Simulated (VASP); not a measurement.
# Ga (P2_1/m) in VASP: a series of runs

Runs on Ga. Level: r2SCAN. Tasks: single point.

Everything below comes from runs of VASP 6.6.1. Logs are shortened: lines on timing, memory, paths and dates and some standing lists are left out, and cuts for length are marked.

### Step 1. The cell of the first run

The structure is monoclinic, space group P2_1/m (No. 11). Conventional cell: a = 2.722 Å, b = 3.215 Å, c = 4.124 Å, α = 90.00°, β = 108.61°, γ = 90.00°. Within 3.5 Å of Ga (site symmetry m) lie 10 Ga at 2.65 to 3.21 Å.

### Step 2. Single point, r2SCAN

Contents of POSCAR:

```
Ga
1.0
    2.7217036785      0.0000000000      0.0000000000
    0.0000000000      3.2146183849      0.0000000000
   -1.3160064422      0.0000000000      3.9088161735
Ga
2
Direct
    0.1345962700      0.7500000000      0.7701668300
    0.8654037300      0.2500000000      0.2298331700
```

Contents of INCAR.step1:

```
SYSTEM = Ga
ALGO = Normal
EDIFF = 1E-4
ENCUT = 520
GGA = PE
ISMEAR = -1
LASPH = .True.
LCHARG = .False.
LREAL = .False.
LWAVE = .True.
NBANDS = 20
NELM = 100
PREC = Accurate
SIGMA = 0.05
```

Contents of INCAR.step2:

```
SYSTEM = Ga
ALGO = Normal
EDIFF = 1E-7
ENCUT = 520
ISIF = 2
ISMEAR = -1
ISTART = 1
LASPH = .True.
LCHARG = .False.
LMIXTAU = .True.
LREAL = .False.
LWAVE = .False.
METAGGA = R2SCAN
NBANDS = 20
NELM = 100
PREC = Accurate
SIGMA = 0.05
```

Contents of KPOINTS:

```
k-points
0
Gamma
  10 8 7
  0 0 0
```

Potentials or basis: VASP PAW PBE potentials, release 64 (Ga_d).

On the command line:

```console
cat potpaw_PBE.64/Ga_d/POTCAR > POTCAR
cp INCAR.step1 INCAR
mpirun -np 1 vasp_std > vasp.out
cp INCAR.step2 INCAR
mpirun -np 1 vasp_std > vasp.out
```

OUTCAR:

```text
SYSTEM = Ga
   EDIFF = 1E-7
   ENCUT = 520
   ISIF = 2
   ISMEAR = -1
   ISTART = 1
   LASPH = .True.
   LREAL = .False.
   METAGGA = R2SCAN
   NELM = 100
   PREC = Accurate

 ion  position               nearest neighbor table
   1  0.135  0.750  0.770-   2 2.65   2 2.65   2 2.76   2 2.76   2 2.78   2 2.78
   2  0.865  0.250  0.230-   1 2.65   1 2.65   1 2.76   1 2.76   1 2.78   1 2.78

  LATTYP: Found a simple monoclinic cell.
 ALAT       =     2.7217036785
 B/A-ratio  =     1.1811052064
 C/A-ratio  =     1.5153762184
 COS(beta)  =    -0.3190778872

  Lattice vectors:

 A1 = (   2.7217036785,   0.0000000000,   0.0000000000)
 A2 = (   0.0000000000,   3.2146183849,   0.0000000000)
 A3 = (  -1.3160064422,   0.0000000000,   3.9088161735)

Analysis of symmetry for initial positions (statically):
=====================================================================
 Subroutine PRICEL returns:
 Original cell was already a primitive cell.

 Routine SETGRP: Setting up the symmetry group for a
 simple monoclinic supercell.

 Subroutine GETGRP returns: Found  4 space group operations
 (whereof  2 operations were pure point group operations)
 out of a pool of  4 trial point group operations.

The static configuration has the point symmetry S_2 .
 The point group associated with its full space group is C_2h.

Analysis of symmetry for dynamics (positions and initial velocities):
=====================================================================
 Subroutine PRICEL returns:
 Original cell was already a primitive cell.

 Routine SETGRP: Setting up the symmetry group for a
 simple monoclinic supercell.

 Subroutine GETGRP returns: Found  4 space group operations
 (whereof  2 operations were pure point group operations)
 out of a pool of  4 trial point group operations.

The dynamic configuration has the point symmetry S_2 .
 The point group associated with its full space group is C_2h.

 Subroutine INISYM returns: Found  4 space group operations
 (whereof  2 operations are pure point group operations),
 and found     1 'primitive' translations

----------------------------------------------------------------------------------------

                                     Primitive cell

  volume of cell :      34.1992

  direct lattice vectors                    reciprocal lattice vectors
     2.721703678  0.000000000  0.000000000     0.367416926  0.000000000  0.123700635
     0.000000000  3.214618385  0.000000000     0.000000000  0.311078915  0.000000000
    -1.316006442  0.000000000  3.908816173     0.000000000  0.000000000  0.255831934

  length of vectors
     2.721703678  3.214618385  4.124405028     0.387681628  0.311078915  0.255831934

  position of ions in fractional coordinates (direct lattice)
     0.134596270  0.750000000  0.770166830
     0.865403730  0.250000000  0.229833170

  ion indices of the primitive-cell ions
   primitive index   ion index
                 1           1
                 2           2

----------------------------------------------------------------------------------------

 KPOINTS: k-points

Automatic generation of k-mesh.
 Grid dimensions read from file:
 generate k-points for:   10    8    7

 Generating k-lattice:

  Cartesian coordinates                     Fractional coordinates (reciprocal lattice)
     0.036741693  0.000000000  0.012370063     0.100000000  0.000000000  0.000000000
     0.000000000  0.038884864  0.000000000     0.000000000  0.125000000  0.000000000
     0.000000000  0.000000000  0.036547419     0.000000000  0.000000000  0.142857143

  Length of vectors
     0.038768163  0.038884864  0.036547419

  Shift w.r.t. Gamma in fractional coordinates (k-lattice)
     0.000000000  0.000000000  0.000000000

 Subroutine IBZKPT returns following result:
 ===========================================

 Found    180 irreducible k-points:

 Following reciprocal coordinates:
            Coordinates               Weight
  0.000000  0.000000  0.000000      1.000000
  0.100000  0.000000  0.000000      2.000000
  0.200000  0.000000  0.000000      2.000000
  0.300000  0.000000 -0.000000      2.000000
  0.400000  0.000000  0.000000      2.000000
  0.500000  0.000000  0.000000      1.000000
[... 16 lines left out ...]
  0.400000  0.375000  0.000000      4.000000
  0.500000  0.375000  0.000000      2.000000
 [... further k-points ...]
   k-points           NKPTS =    180   k-points in BZ     NKDIM =    180   number of bands    NBANDS=     20
   number of dos      NEDOS =    301   number of ions     NIONS =      2
   total plane-waves  NPLWV =  15360
   dimension x,y,z NGX =    20 NGY =   24 NGZ =   32
   dimension x,y,z NGXF=    40 NGYF=   48 NGZF=   64
   ions per type =               2
   NGX,Y,Z   is equivalent  to a cutoff of  12.22, 12.41, 12.90 a.u.
   NGXF,Y,Z  is equivalent  to a cutoff of  24.43, 24.82, 25.80 a.u.
 SYSTEM =  Ga
   PREC   = accura    normal or accurate (medium, high low for compatibility)
   ISTART =      1    job   : 0-new  1-cont  2-samecut
   ICHARG =      0    charge: 1-file 2-atom 10-const
   ISPIN  =      1    spin polarized calculation?
   LNONCOLLINEAR =      F non collinear calculations
   LSORBIT =      F    spin-orbit coupling
   LASPH  =      T    aspherical Exc in radial PAW
   ENCUT  =  520.0 eV  38.22 Ry    6.18 a.u.   5.06  5.98  7.67*2*pi/ulx,y,z
   NELM   =    100;   NELMIN=  2; NELMDL=  0     # of ELM steps
   EDIFF  = 0.1E-06   stopping-criterion for ELM
   LREAL  =      F    real-space projection
   EDIFFG = 0.1E-05   stopping-criterion for IOM
   NSW    =      0    number of steps for IOM
   IBRION =     -1    ionic relax: 0-MD 1-quasi-New 2-CG
   NFREE  =      0    steps in history (QN), initial steepest desc. (CG)
   ISIF   =      2    stress and relaxation
   ISYM   =      2    0-nonsym 1-usesym 2-fastsym
   POTIM  = 0.5000    time-step for ionic-motion
   TEBEG  =    0.0;   TEEND  =   0.0 temperature during run
   PSTRESS=    0.0 pullay stress
   NELECT =      26.0000    total number of electrons
   NUPDOWN=      -1.0000    fix difference up-down
   EMIN   =  10.00;   EMAX   =-10.00  energy-range for DOS
   EFERMI =   0.00;   METHOD = LEGACY
   ISMEAR =    -1;   SIGMA  =   0.05  broadening in eV -4-tet -1-fermi 0-gaus
   EFERMI_NEDOS =   21; number of points for ismear=-14 and -15
   IALGO  =     38    algorithm
   IMIX   =      4    mixing-type and parameters
     AMIX     =   0.40;   BMIX     =  1.00
     AMIX_MAG =   1.60;   BMIX_MAG =  1.00
  volume/ion in A,a.u.               =      17.10       115.39
  Fermi-wavevector in a.u.,A,eV,Ry     =   1.494150  2.823534 30.374779  2.232483
  Thomas-Fermi vector in A             =   2.606459
   LORBIT       =      0    0 simple, 1 ext, 2 COOP (PROOUT), +10 PAW based schemes
   METAGGA = R2SCAN    functional components
   LHFCALC =     F    Hartree Fock is set to
   AEXX    =    0.0000 exact exchange contribution
   IVDW    =     0    specifies the selected vdW correction
   LEPSILON=     F    determine dielectric tensor
   LRPA    =     F    only Hartree local field effects (RPA)
 non-spin polarized calculation
  energy-cutoff  :      520.00
  volume of cell :       34.20
 maximum number of plane-waves:       934
   NGX = 11   NGY = 11   NGZ = 15

 number of electron      26.0000014 magnetization

 Free energy of the ion-electron system (eV)
  ---------------------------------------------------
  ext. energy  EPLUGINS =         0.00000000
  ---------------------------------------------------
  free energy    TOTEN  =       -22.70807694 eV

  energy without entropy =      -22.70289263  energy(sigma->0) =      -22.70548479

 E-fermi :   6.4063     XC(G=0): -12.6226

 val. band max:        6.3917442145   @ k =  -0.3000   0.0000   0.2857
 cond. band min:       6.4103600091   @ k =   0.1000   0.1250   0.1429
 fundamental gap:      0.0186157946
 Fermi energy:         6.4063407227

 k-point     1 :       0.0000    0.0000    0.0000
  band No.  band energies     occupation
      1      -9.4919      2.00000
      2      -9.4703      2.00000
      3      -9.4120      2.00000
      4      -9.3934      2.00000
      5      -9.0784      2.00000
      6      -9.0771      2.00000
[... 12 lines left out ...]
     19      18.6266      0.00000
     20      20.4177      0.00000

 k-point     2 :       0.1000    0.0000    0.0000
  band No.  band energies     occupation
      1      -9.4720      2.00000
      2      -9.4614      2.00000
      3      -9.3915      2.00000
      4      -9.3453      2.00000
      5      -9.0982      2.00000
      6      -9.0954      2.00000
[... 12 lines left out ...]
     19      19.0620      0.00000
     20      21.8500      0.00000

 k-point     3 :       0.2000    0.0000    0.0000
  band No.  band energies     occupation
      1      -9.4392      2.00000
      2      -9.4296      2.00000
      3      -9.3298      2.00000
      4      -9.2432      2.00000
      5      -9.1547      2.00000
      6      -9.1342      2.00000
[... 12 lines left out ...]
     19      19.3077      0.00000
     20      23.0758      0.00000

 k-point     4 :       0.3000    0.0000   -0.0000
  band No.  band energies     occupation
      1      -9.4157      2.00000
      2      -9.3898      2.00000
      3      -9.2841      2.00000
      4      -9.2464      2.00000
      5      -9.2274      2.00000
      6      -9.0878      2.00000
[... 12 lines left out ...]
     19      19.6281      0.00000
     20      21.7728      0.00000

 k-point     5 :       0.4000    0.0000    0.0000
  band No.  band energies     occupation
      1      -9.4004      2.00000
      2      -9.3892      2.00000
      3      -9.2898      2.00000
      4      -9.2891      2.00000
      5      -9.2552      2.00000
      6      -9.0973      2.00000
[... 12 lines left out ...]
     19      18.6166      0.00000
     20      20.2149      0.00000
[... 353 lines left out ...]
      6      -9.1630      2.00000
[... 12 lines left out ...]
     19      17.0433      0.00000
     20      19.0449      0.00000

 k-point    22 :       0.3000    0.3750   -0.0000
  band No.  band energies     occupation
      1      -9.4436      2.00000
      2      -9.3778      2.00000
      3      -9.3223      2.00000
      4      -9.2426      2.00000
      5      -9.1519      2.00000
      6      -9.1371      2.00000
[... 12 lines left out ...]
     19      15.3217      0.00000
     20      17.4944      0.00000

 k-point    23 :       0.4000    0.3750    0.0000
  band No.  band energies     occupation
      1      -9.4658      2.00000
      2      -9.3808      2.00000
      3      -9.3744      2.00000
      4      -9.2981      2.00000
      5      -9.1498      2.00000
      6      -9.0857      2.00000
[... 12 lines left out ...]
     19      15.8170      0.00000
     20      18.9128      0.00000

 k-point    24 :       0.5000    0.3750    0.0000
  band No.  band energies     occupation
      1      -9.4754      2.00000
      2      -9.4029      2.00000
      3      -9.3590      2.00000
      4      -9.3380      2.00000
      5      -9.1511      2.00000
      6      -9.0592      2.00000
[... 12 lines left out ...]
     19      18.0128      0.00000
     20      18.6482      0.00000

 [... further k-points ...]

------------------------ aborting loop because EDIFF is reached ----------------------------------------

  FORCE on cell =-STRESS in cart. coord.  units (eV):
  Direction    XX          YY          ZZ          XY          YZ          ZX
  --------------------------------------------------------------------------------------
  -------------------------------------------------------------------------------------
  Total        1.1352614      0.6998810      0.8788854      0.0000000      0.0000000     -0.1021971
  in kB       53.1852171     32.7883278     41.1744020      0.0000000      0.0000000     -4.7877729
  external PRESSURE =      42.3826490 kB  Pullay stress =       0.0000000 kB

 VOLUME and BASIS-vectors are now :
 -----------------------------------------------------------------------------
  energy-cutoff  :      520.00
  volume of cell :       34.20
      direct lattice vectors                 reciprocal lattice vectors
     2.721703678  0.000000000  0.000000000     0.367416926  0.000000000  0.123700635
     0.000000000  3.214618385  0.000000000     0.000000000  0.311078915  0.000000000
    -1.316006442  0.000000000  3.908816173     0.000000000  0.000000000  0.255831934

 POSITION                                       TOTAL-FORCE (eV/Angst)
 -----------------------------------------------------------------------------------
     -0.64721      2.41096      3.01044        -0.020925     -0.000000     -0.081698
      2.05291      0.80365      0.89838         0.020925      0.000000      0.081698
 -----------------------------------------------------------------------------------
    total drift:                               -0.000000      0.000000      0.000000

  FREE ENERGIE OF THE ION-ELECTRON SYSTEM (eV)
  ---------------------------------------------------
  free  energy   TOTEN  =       -22.7080769361 eV

  energy  without entropy=      -22.7028926342  energy(sigma->0) =      -22.70548479
```

Run time: 2.1 min. Hardware: 1 thread of Intel Xeon 6975P-C (Granite Rapids), shared host; peak memory 0.22 GiB.

What came out:

| Item | Value |
| --- | --- |
| Free energy | -22.7081 eV |
| Pressure | 4.2 GPa |
| Largest force | 0.084 eV/Å |
| Band gap on the k mesh | zero (bands 13 and 14 overlap by 9.16 eV) |

Forces in eV/Å, atoms in the order of the input:
```
Ga  -0.021  0.000 -0.082
Ga   0.021  0.000  0.082
```

Stress tensor (GPa, compression positive):
```
 5.32  0.00 -0.48
 0.00  3.28  0.00
-0.48  0.00  4.12
```

Caveat: the cell stands under pressure; the PAW data sets were made with another functional, which shifts forces and pressure a little.

### Step 3. Single point, r2SCAN

This run uses another cell than the first one, of 17.83 Å³/atom.

Contents of POSCAR:

```
Ga
1.0
    2.7597743949      0.0000000000      0.0000000000
    0.0000000000      3.2595839063      0.0000000000
   -1.3344145108      0.0000000000      3.9634920125
Ga
2
Direct
    0.1345962700      0.7500000000      0.7701668300
    0.8654037300      0.2500000000      0.2298331700
```

Contents of INCAR.step1:

```
SYSTEM = Ga
PREC     = Accurate       ! precision mode
ENCUT    = 520            ! plane-wave cutoff, eV
ISMEAR   = -1             ! smearing method
SIGMA    = 0.05           ! smearing width, eV
LREAL    = .False.        ! projectors in reciprocal space
LASPH    = .True.         ! aspherical terms in the spheres
NELM     = 60             ! most SCF steps
NBANDS   = 20             ! bands
GGA      = PE             ! functional
ALGO     = Normal         ! electronic algorithm
EDIFF    = 1E-4           ! SCF threshold, eV
LWAVE    = .True.         ! write WAVECAR
LCHARG   = .False.        ! write CHGCAR
```

Contents of INCAR.step2:

```
SYSTEM = Ga
PREC     = Accurate       ! precision mode
ENCUT    = 520            ! plane-wave cutoff, eV
EDIFF    = 1E-6           ! SCF threshold, eV
ISMEAR   = -1             ! smearing method
SIGMA    = 0.05           ! smearing width, eV
LREAL    = .False.        ! projectors in reciprocal space
LASPH    = .True.         ! aspherical terms in the spheres
NELM     = 60             ! most SCF steps
ALGO     = Normal         ! electronic algorithm
ISIF     = 2              ! what is computed and relaxed
LWAVE    = .False.        ! write WAVECAR
LCHARG   = .False.        ! write CHGCAR
METAGGA  = R2SCAN         ! meta-GGA
LMIXTAU  = .True.       
NBANDS   = 20             ! bands
ISTART   = 1
```

Contents of KPOINTS:

```
regular mesh
0
Gamma
  10 8 7
  0 0 0
```

Potentials or basis: VASP PAW PBE potentials, release 64 (Ga_d).

On the command line:

```console
cat potpaw_PBE.64/Ga_d/POTCAR > POTCAR
cp INCAR.step1 INCAR
mpirun -np 1 vasp_std > vasp.out
cp INCAR.step2 INCAR
mpirun -np 1 vasp_std > vasp.out
```

It took 1.7 min on 1 thread of Intel Xeon 6975P-C (Granite Rapids), shared host; peak memory 0.22 GiB.

The run converged. Its results:

```yaml
Free_energy: -22.7324 eV
Pressure: 1.2 GPa
Largest_force: 0.068 eV/Å
Band_gap_on_the_k_mesh: zero (bands 13 and 14 overlap by 8.84 eV)
```

Forces on the atoms (eV/Å):
```
Ga  -0.014  0.000 -0.067
Ga   0.014  0.000  0.067
```

Stress tensor (GPa, compression positive):
```
 1.97  0.00 -0.40
 0.00  0.47  0.00
-0.40  0.00  1.18
```

Levels at points of the mesh, in eV from the Fermi level:
```tsv
k point	band 10	band 11	band 12	band 13	band 14	band 15	band 16	band 17
(0.00, 0.00, 0.00)	-15.19	-12.16	-2.37	-1.32	1.87	6.04	9.84	11.03
(0.50, 0.00, 0.00)	-15.22	-6.64	-5.66	-1.63	0.41	6.57	7.06	9.27
(0.00, 0.50, 0.00)	-15.26	-8.33	-8.33	1.75	1.75	2.99	2.99	12.37
(0.50, 0.50, 0.00)	-15.22	-3.10	-3.10	-1.82	-1.82	2.25	2.25	4.97
```

Caveat: the PAW data sets were made with another functional, which shifts forces and pressure a little.

The gap in the log of VASP goes by the Fermi energy; the results here count the filled bands.